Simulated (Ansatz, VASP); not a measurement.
## As in VASP and in Ansatz

```
As
1.0
     3.57490    0.00000    0.00000
    -1.78745    3.09596    0.00000
     0.00000    0.00000   26.41564
As
2
Direct
  0.33333 0.66667 0.32062
  0.66667 0.33333 0.37245
```

Alike in both runs: task single point; functional LDA; k mesh 6 × 6 × 1; no spin polarisation.

|  | VASP | Ansatz |
| --- | --- | --- |
| version | VASP 6.6.1 | Ansatz 0.2.0 |
| potentials or method | VASP PAW LDA potentials, release 64 (As) | plane waves, PAW |
| plane-wave cutoff (eV) | 520 | 420 |
| occupations | gaussian, width 0.01 eV | fixed |
| valence electrons in the cell | 10 | 30 |

Ansatz gave:

| Property | Result |
| --- | --- |
| gap on the k mesh at the Fermi level (eV) | 1.58 |

Task: Which values does VASP return?

Result: gap on the k mesh at the Fermi level (eV): 1.59.

LDA's correlation is that of Perdew and Zunger in VASP and of Perdew and Wang (1992) in Ansatz. VASP's potentials hold 10 valence electrons a cell and Ansatz's 30, so a difference there can come from the potentials and not from the codes.
